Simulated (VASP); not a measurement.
# C (Fd-3m) in VASP: notebook

Runs on C. Level: PBEsol. Tasks: single point.

All numbers are computed with VASP 6.6.1; they aren't measurements. Logs are shortened: lines on timing, memory, paths and dates and some standing lists are left out, and cuts for length are marked.

### 1 The cell of the first run

Symmetry: Fd-3m, No. 227, cubic system. The conventional cell has a = 3.506 Å, b = 3.506 Å, c = 3.506 Å, α = 90.00°, β = 90.00°, γ = 90.00°. Within 2.0 Å of C (site symmetry -43m) lie 4 C at 1.52 Å.

### 2 Single point, PBEsol (volume scaled by 0.960)

INCAR reads:

```
SYSTEM = C
PREC = Accurate
ENCUT = 520
EDIFF = 1E-6
ISMEAR = 0
SIGMA = 0.05
LREAL = .FALSE.
LASPH = .TRUE.
NELM = 100
ALGO = Normal
ISIF = 2
LWAVE = .FALSE.
LCHARG = .TRUE.
GGA = PS
LELF = .TRUE.
LVHAR = .TRUE.
NBANDS = 11
```

KPOINTS reads:

```
Automatic mesh
0
G
  22 22 22
  0 0 0
```

POSCAR reads:

```
C
1.0
    0.0000000000      1.7528291552      1.7528291552
    1.7528291552      0.0000000000      1.7528291552
    1.7528291552      1.7528291552      0.0000000000
C
2
Direct
    0.0000000000      0.0000000000      0.0000000000
    0.2500000000      0.2500000000      0.2500000000
```

Potentials or basis: VASP PAW PBE potentials, release 64 (C).

The run is started by

```console
$ cat potpaw_PBE.64/C/POTCAR > POTCAR
$ mpirun -np 1 vasp_std > vasp.out
```

OUTCAR:

```text
SYSTEM = C
   PREC = Accurate
   ENCUT = 520
   EDIFF = 1E-6
   ISMEAR = 0
   LREAL = .FALSE.
   LASPH = .TRUE.
   NELM = 100
   ISIF = 2
   GGA = PS

 ion  position               nearest neighbor table
   1  0.000  0.000  0.000-   2 1.52   2 1.52   2 1.52   2 1.52
   2  0.250  0.250  0.250-   1 1.52   1 1.52   1 1.52   1 1.52

  LATTYP: Found a face centered cubic cell.
 ALAT       =     3.5056583104

  Lattice vectors:

 A1 = (   0.0000000000,   1.7528291552,   1.7528291552)
 A2 = (   1.7528291552,   0.0000000000,   1.7528291552)
 A3 = (   1.7528291552,   1.7528291552,   0.0000000000)

Analysis of symmetry for initial positions (statically):
=====================================================================
 Subroutine PRICEL returns:
 Original cell was already a primitive cell.

 Routine SETGRP: Setting up the symmetry group for a
 face centered cubic supercell.

 Subroutine GETGRP returns: Found 48 space group operations
 (whereof 24 operations were pure point group operations)
 out of a pool of 48 trial point group operations.

The static configuration has the point symmetry T_d .
 The point group associated with its full space group is O_h .

Analysis of symmetry for dynamics (positions and initial velocities):
=====================================================================
 Subroutine PRICEL returns:
 Original cell was already a primitive cell.

 Routine SETGRP: Setting up the symmetry group for a
 face centered cubic supercell.

 Subroutine GETGRP returns: Found 48 space group operations
 (whereof 24 operations were pure point group operations)
 out of a pool of 48 trial point group operations.

The dynamic configuration has the point symmetry T_d .
 The point group associated with its full space group is O_h .

 Subroutine INISYM returns: Found 48 space group operations
 (whereof 24 operations are pure point group operations),
 and found     1 'primitive' translations

----------------------------------------------------------------------------------------

                                     Primitive cell

  volume of cell :      10.7708

  direct lattice vectors                    reciprocal lattice vectors
     0.000000000  1.752829155  1.752829155    -0.285253128  0.285253128  0.285253128
     1.752829155  0.000000000  1.752829155     0.285253128 -0.285253128  0.285253128
     1.752829155  1.752829155  0.000000000     0.285253128  0.285253128 -0.285253128

  length of vectors
     2.478874764  2.478874764  2.478874764     0.494072911  0.494072911  0.494072911

  position of ions in fractional coordinates (direct lattice)
     0.000000000  0.000000000  0.000000000
     0.250000000  0.250000000  0.250000000

  ion indices of the primitive-cell ions
   primitive index   ion index
                 1           1
                 2           2

----------------------------------------------------------------------------------------

 KPOINTS: Automatic mesh

Automatic generation of k-mesh.
 Grid dimensions read from file:
 generate k-points for:   22   22   22

 Generating k-lattice:

  Cartesian coordinates                     Fractional coordinates (reciprocal lattice)
    -0.012966051  0.012966051  0.012966051     0.045454545  0.000000000  0.000000000
     0.012966051 -0.012966051  0.012966051     0.000000000  0.045454545  0.000000000
     0.012966051  0.012966051 -0.012966051     0.000000000  0.000000000  0.045454545

  Length of vectors
     0.022457860  0.022457860  0.022457860

  Shift w.r.t. Gamma in fractional coordinates (k-lattice)
     0.000000000  0.000000000  0.000000000

 Subroutine IBZKPT returns following result:
 ===========================================

 Found    328 irreducible k-points:

 Following reciprocal coordinates:
            Coordinates               Weight
  0.000000  0.000000  0.000000      1.000000
  0.045455  0.000000  0.000000      8.000000
  0.090909  0.000000  0.000000      8.000000
  0.136364  0.000000  0.000000      8.000000
  0.181818  0.000000  0.000000      8.000000
  0.227273  0.000000  0.000000      8.000000
[... 16 lines left out ...]
  0.500000  0.045455  0.000000     24.000000
 -0.454545  0.045455  0.000000     24.000000
 [... further k-points ...]
   k-points           NKPTS =    328   k-points in BZ     NKDIM =    328   number of bands    NBANDS=     11
   number of dos      NEDOS =    301   number of ions     NIONS =      2
   total plane-waves  NPLWV =   5832
   dimension x,y,z NGX =    18 NGY =   18 NGZ =   18
   dimension x,y,z NGXF=    36 NGYF=   36 NGZF=   36
   ions per type =               2
   NGX,Y,Z   is equivalent  to a cutoff of  12.07, 12.07, 12.07 a.u.
   NGXF,Y,Z  is equivalent  to a cutoff of  24.14, 24.14, 24.14 a.u.
 SYSTEM =  C
   PREC   = accura    normal or accurate (medium, high low for compatibility)
   ISTART =      0    job   : 0-new  1-cont  2-samecut
   ICHARG =      2    charge: 1-file 2-atom 10-const
   ISPIN  =      1    spin polarized calculation?
   LNONCOLLINEAR =      F non collinear calculations
   LSORBIT =      F    spin-orbit coupling
   LASPH  =      T    aspherical Exc in radial PAW
   ENCUT  =  520.0 eV  38.22 Ry    6.18 a.u.   4.61  4.61  4.61*2*pi/ulx,y,z
   NELM   =    100;   NELMIN=  2; NELMDL= -5     # of ELM steps
   EDIFF  = 0.1E-05   stopping-criterion for ELM
   LREAL  =      F    real-space projection
   EDIFFG = 0.1E-04   stopping-criterion for IOM
   NSW    =      0    number of steps for IOM
   IBRION =     -1    ionic relax: 0-MD 1-quasi-New 2-CG
   NFREE  =      0    steps in history (QN), initial steepest desc. (CG)
   ISIF   =      2    stress and relaxation
   ISYM   =      2    0-nonsym 1-usesym 2-fastsym
   POTIM  = 0.5000    time-step for ionic-motion
   TEBEG  =    0.0;   TEEND  =   0.0 temperature during run
   PSTRESS=    0.0 pullay stress
   NELECT =       8.0000    total number of electrons
   NUPDOWN=      -1.0000    fix difference up-down
   EMIN   =  10.00;   EMAX   =-10.00  energy-range for DOS
   EFERMI =   0.00;   METHOD = LEGACY
   ISMEAR =     0;   SIGMA  =   0.05  broadening in eV -4-tet -1-fermi 0-gaus
   EFERMI_NEDOS =   21; number of points for ismear=-14 and -15
   IALGO  =     38    algorithm
   IMIX   =      4    mixing-type and parameters
     AMIX     =   0.40;   BMIX     =  1.00
     AMIX_MAG =   1.60;   BMIX_MAG =  1.00
  volume/ion in A,a.u.               =       5.39        36.34
  Fermi-wavevector in a.u.,A,eV,Ry     =   1.482593  2.801694 29.906716  2.198082
  Thomas-Fermi vector in A             =   2.596360
   LORBIT       =      0    0 simple, 1 ext, 2 COOP (PROOUT), +10 PAW based schemes
   GGA     = PS    functional components
   LHFCALC =     F    Hartree Fock is set to
   AEXX    =    0.0000 exact exchange contribution
   IVDW    =     0    specifies the selected vdW correction
   LEPSILON=     F    determine dielectric tensor
   LRPA    =     F    only Hartree local field effects (RPA)
 non-spin polarized calculation
 Gauss-broadening in eV      SIGMA  =   0.05
  energy-cutoff  :      520.00
  volume of cell :       10.77
 maximum number of plane-waves:       303
   NGX =  9   NGY =  9   NGZ =  9

 number of electron       8.0000002 magnetization

 Free energy of the ion-electron system (eV)
  ---------------------------------------------------
  ext. energy  EPLUGINS =         0.00000000
  ---------------------------------------------------
  free energy    TOTEN  =       -19.21870904 eV

  energy without entropy =      -19.21870904  energy(sigma->0) =      -19.21870904

 E-fermi :  10.6635     XC(G=0): -13.6902

 val. band max:       10.4733203778   @ k =   0.0000   0.0000   0.0000
 cond. band min:      14.5943974909   @ k =   0.3636   0.3636   0.0000
 fundamental gap:      4.1210771131
 Fermi energy:        10.6634591987

 k-point     1 :       0.0000    0.0000    0.0000
  band No.  band energies     occupation
      1     -11.7576      2.00000
      2      10.4733      2.00000
      3      10.4733      2.00000
      4      10.4733      2.00000
      5      16.1559      0.00000
      6      16.1559      0.00000
      7      16.1559      0.00000
      8      25.0424      0.00000
      9      30.1139      0.00000
     10      37.5238      0.00000
     11      37.5238      0.00000

 k-point     2 :       0.0455    0.0000    0.0000
  band No.  band energies     occupation
      1     -11.6983      2.00000
      2      10.0469      2.00000
      3      10.3631      2.00000
      4      10.3631      2.00000
      5      16.2994      0.00000
      6      16.2994      0.00000
      7      16.4302      0.00000
      8      25.0762      0.00000
      9      30.2179      0.00000
     10      36.2924      0.00000
     11      36.2924      0.00000

 k-point     3 :       0.0909    0.0000    0.0000
  band No.  band energies     occupation
      1     -11.5202      2.00000
      2       8.9770      2.00000
      3      10.0702      2.00000
      4      10.0702      2.00000
      5      16.6833      0.00000
      6      16.6833      0.00000
      7      17.0531      0.00000
      8      25.1760      0.00000
      9      30.5020      0.00000
     10      35.0027      0.00000
     11      35.0027      0.00000

 k-point     4 :       0.1364    0.0000    0.0000
  band No.  band energies     occupation
      1     -11.2239      2.00000
      2       7.5738      2.00000
      3       9.6731      2.00000
      4       9.6731      2.00000
      5      17.2051      0.00000
      6      17.2051      0.00000
      7      17.7416      0.00000
      8      25.3354      0.00000
      9      30.8843      0.00000
     10      34.0059      0.00000
     11      34.0059      0.00000

 k-point     5 :       0.1818    0.0000    0.0000
  band No.  band energies     occupation
      1     -10.8104      2.00000
      2       6.0189      2.00000
      3       9.2417      2.00000
      4       9.2417      2.00000
      5      17.7573      0.00000
      6      17.7573      0.00000
      7      18.3584      0.00000
      8      25.5412      0.00000
      9      31.2507      0.00000
     10      33.3566      0.00000
     11      33.3566      0.00000
[... 211 lines left out ...]
 k-point    21 :       0.4091    0.0455    0.0000
  band No.  band energies     occupation
      1      -7.3738      2.00000
      2      -1.2052      2.00000
      3       7.4485      2.00000
      4       7.6854      2.00000
      5      18.7653      0.00000
      6      19.4286      0.00000
      7      20.0617      0.00000
      8      26.2596      0.00000
      9      32.1803      0.00000
     10      34.5297      0.00000
     11      36.2484      0.00000

 k-point    22 :       0.4545    0.0455    0.0000
  band No.  band energies     occupation
      1      -6.4223      2.00000
      2      -2.5101      2.00000
      3       7.3889      2.00000
      4       7.4668      2.00000
      5      18.8697      0.00000
      6      19.3675      0.00000
      7      20.1609      0.00000
      8      26.3859      0.00000
      9      32.4485      0.00000
     10      35.4148      0.00000
     11      36.2420      0.00000

 k-point    23 :       0.5000    0.0455    0.0000
  band No.  band energies     occupation
      1      -5.6506      2.00000
      2      -3.4436      2.00000
      3       7.3195      2.00000
      4       7.4089      2.00000
      5      18.9615      0.00000
      6      19.2822      0.00000
      7      20.2026      0.00000
      8      26.4495      0.00000
      9      32.6387      0.00000
     10      35.5187      0.00000
     11      36.8800      0.00000

 k-point    24 :      -0.4545    0.0455    0.0000
  band No.  band energies     occupation
      1      -5.8503      2.00000
      2      -3.2113      2.00000
      3       7.2473      2.00000
      4       7.5063      2.00000
      5      19.0566      0.00000
      6      19.1895      0.00000
      7      20.1884      0.00000
      8      26.4520      0.00000
      9      32.6067      0.00000
     10      35.5791      0.00000
     11      36.3447      0.00000

 [... further k-points ...]
[... 5 lines left out ...]
  --------------------------------------------------------------------------------------
  -------------------------------------------------------------------------------------
  Total        1.4222795      1.4222795      1.4222795     -0.0000000     -0.0000000      0.0000000
  in kB      211.5664362    211.5664362    211.5664362     -0.0000000     -0.0000000      0.0000000
  external PRESSURE =     211.5664362 kB  Pullay stress =       0.0000000 kB

 VOLUME and BASIS-vectors are now :
 -----------------------------------------------------------------------------
  energy-cutoff  :      520.00
  volume of cell :       10.77
      direct lattice vectors                 reciprocal lattice vectors
     0.000000000  1.752829155  1.752829155    -0.285253128  0.285253128  0.285253128
     1.752829155  0.000000000  1.752829155     0.285253128 -0.285253128  0.285253128
     1.752829155  1.752829155  0.000000000     0.285253128  0.285253128 -0.285253128

 POSITION                                       TOTAL-FORCE (eV/Angst)
 -----------------------------------------------------------------------------------
      0.00000      0.00000      0.00000        -0.000000     -0.000000     -0.000000
      0.87641      0.87641      0.87641         0.000000      0.000000      0.000000
 -----------------------------------------------------------------------------------
    total drift:                               -0.000000     -0.000000     -0.000000

  FREE ENERGIE OF THE ION-ELECTRON SYSTEM (eV)
  ---------------------------------------------------
  free  energy   TOTEN  =       -19.2187090416 eV

  energy  without entropy=      -19.2187090415  energy(sigma->0) =      -19.21870904
```

It took 30 s on 1 thread of Intel Xeon 8259CL, shared host; peak memory 0.14 GiB.

What came out:

```yaml
Free_energy: -19.2187 eV
Pressure: 21.2 GPa
Band_gap_on_the_k_mesh: 4.12 eV, indirect (least direct gap 5.68 eV)
```

Caveat: the cell differs from its parent crystal (volume scaled by 0.960); the PAW data sets were made with another functional, which shifts forces and pressure a little. A k mesh can miss the band edges.

### 3 Single point, PBEsol

This run uses another cell than the first one, of 5.61 Å³/atom, 1.042 times its volume.

INCAR reads:

```
SYSTEM = C
PREC = Accurate
ENCUT = 520
EDIFF = 1E-7
ISMEAR = 0
SIGMA = 0.05
LREAL = .False.
LASPH = .True.
NELM = 80
ALGO = Normal
ISIF = 2
LWAVE = .False.
LCHARG = .True.
GGA = PS
LELF = .True.
LVHAR = .True.
NBANDS = 11
```

KPOINTS reads:

```
Automatic mesh
0
Gamma
  22 22 22
  0 0 0
```

POSCAR reads:

```
C
1.0
    0.0000000000      1.7768434976      1.7768434976
    1.7768434976      0.0000000000      1.7768434976
    1.7768434976      1.7768434976      0.0000000000
C
2
Direct
    0.0000000000      0.0000000000      0.0000000000
    0.2500000000      0.2500000000      0.2500000000
```

Potentials or basis: VASP PAW PBE potentials, release 64 (C).

The run is started by

```console
$ cat potpaw_PBE.64/C/POTCAR > POTCAR
$ mpirun -np 1 vasp_std > vasp.out
```

It took 48 s on 1 thread of Intel Xeon 8259CL, shared host; peak memory 0.14 GiB.

It converged, with:

```yaml
Free_energy: -19.2497 eV
Pressure: 1.2 GPa
Band_gap_on_the_k_mesh: 4.03 eV, indirect (least direct gap 5.57 eV)
```

Levels at points of the mesh, in eV from the valence-band top:
```csv
k point,band 1,band 2,band 3,band 4,band 5,band 6,band 7,band 8,band 9
"(0.00, 0.00, 0.00)",-21.67,0.00,0.00,0.00,5.57,5.57,5.57,13.62,19.10
"(0.50, 0.00, 0.00)",-15.77,-13.59,-2.84,-2.84,8.43,8.43,8.99,15.59,21.81
"(0.50, 0.50, 0.00)",-12.85,-12.85,-6.40,-6.40,4.62,4.62,16.96,16.96,23.29
```

Caveat: the PAW data sets were made with another functional, which shifts forces and pressure a little.

### 4 Single point, PBEsol

This run uses another cell than the first one, of 5.67 Å³/atom, 1.053 times its volume.

INCAR reads:

```
SYSTEM = C
  ALGO = Normal
  EDIFF = 1E-6
  ENCUT = 520
  GGA = PS
  ISIF = 2
  ISMEAR = 0
  LASPH = .True.
  LCHARG = .True.
  LELF = .True.
  LREAL = .False.
  LVHAR = .True.
  LWAVE = .False.
  NBANDS = 11
  NELM = 80
  PREC = Accurate
  SIGMA = 0.05
```

KPOINTS reads:

```
k-points
0
Gamma
  22 22 22
  0 0 0
```

POSCAR reads:

```
C
1.0
    0.0000000000      1.7833700000      1.7833700000
    1.7833700000      0.0000000000      1.7833700000
    1.7833700000      1.7833700000      0.0000000000
C
2
Direct
    0.0000000000      0.0000000000      0.0000000000
    0.2500000000      0.2500000000      0.2500000000
```

Potentials or basis: VASP PAW PBE potentials, release 64 (C).

The run is started by

```console
$ cat potpaw_PBE.64/C/POTCAR > POTCAR
$ mpirun -np 1 vasp_std > vasp.out
```

OUTCAR:

```text
SYSTEM = C
   EDIFF = 1E-6
   ENCUT = 520
   GGA = PS
   ISIF = 2
   ISMEAR = 0
   LASPH = .True.
   LREAL = .False.
   NELM = 80
   PREC = Accurate

 ion  position               nearest neighbor table
   1  0.000  0.000  0.000-   2 1.54   2 1.54   2 1.54   2 1.54
   2  0.250  0.250  0.250-   1 1.54   1 1.54   1 1.54   1 1.54

  LATTYP: Found a face centered cubic cell.
 ALAT       =     3.5667400000

  Lattice vectors:

 A1 = (   0.0000000000,   1.7833700000,   1.7833700000)
 A2 = (   1.7833700000,   0.0000000000,   1.7833700000)
 A3 = (   1.7833700000,   1.7833700000,   0.0000000000)

Analysis of symmetry for initial positions (statically):
=====================================================================
 Subroutine PRICEL returns:
 Original cell was already a primitive cell.

 Routine SETGRP: Setting up the symmetry group for a
 face centered cubic supercell.

 Subroutine GETGRP returns: Found 48 space group operations
 (whereof 24 operations were pure point group operations)
 out of a pool of 48 trial point group operations.

The static configuration has the point symmetry T_d .
 The point group associated with its full space group is O_h .
[... 173 lines left out ...]
      3       9.7096      2.00000
      4       9.7096      2.00000
      5      15.2487      0.00000
      6      15.2487      0.00000
      7      15.2487      0.00000
      8      23.0783      0.00000
      9      28.6666      0.00000
     10      36.1767      0.00000
     11      36.1767      0.00000
[... 309 lines left out ...]
 k-point    24 :      -0.4545    0.0455    0.0000
  band No.  band energies     occupation
      1      -6.1772      2.00000
      2      -3.4247      2.00000
      3       6.6275      2.00000
      4       6.8802      2.00000
      5      18.0720      0.00000
      6      18.2015      0.00000
      7      18.7223      0.00000
      8      25.2028      0.00000
      9      31.0831      0.00000
     10      33.7934      0.00000
     11      34.8860      0.00000

 [... further k-points ...]

------------------------ aborting loop because EDIFF is reached ----------------------------------------

  FORCE on cell =-STRESS in cart. coord.  units (eV):
  Direction    XX          YY          ZZ          XY          YZ          ZX
  --------------------------------------------------------------------------------------
  -------------------------------------------------------------------------------------
  Total       -0.2660169     -0.2660169     -0.2660169      0.0000000     -0.0000000      0.0000000
  in kB      -37.5720989    -37.5720989    -37.5720989      0.0000000     -0.0000000      0.0000000
  external PRESSURE =     -37.5720989 kB  Pullay stress =       0.0000000 kB

 VOLUME and BASIS-vectors are now :
 -----------------------------------------------------------------------------
  energy-cutoff  :      520.00
  volume of cell :       11.34
      direct lattice vectors                 reciprocal lattice vectors
     0.000000000  1.783370000  1.783370000    -0.280368067  0.280368067  0.280368067
     1.783370000  0.000000000  1.783370000     0.280368067 -0.280368067  0.280368067
     1.783370000  1.783370000  0.000000000     0.280368067  0.280368067 -0.280368067

 POSITION                                       TOTAL-FORCE (eV/Angst)
 -----------------------------------------------------------------------------------
      0.00000      0.00000      0.00000        -0.000000     -0.000000     -0.000000
      0.89168      0.89168      0.89168         0.000000      0.000000      0.000000
 -----------------------------------------------------------------------------------
    total drift:                                0.000000      0.000000      0.000000

  FREE ENERGIE OF THE ION-ELECTRON SYSTEM (eV)
  ---------------------------------------------------
  free  energy   TOTEN  =       -19.2488535971 eV

  energy  without entropy=      -19.2488535971  energy(sigma->0) =      -19.24885360
```

It took 42 s on 1 thread of Intel Xeon 8259CL, shared host; peak memory 0.14 GiB.

What came out:

* Free energy: -19.2489 eV
* Pressure: -3.8 GPa
* Band gap on the k mesh: 4.00 eV, indirect (least direct gap 5.54 eV)

Caveat: the PAW data sets were made with another functional, which shifts forces and pressure a little.

[end of part 1 of 2]
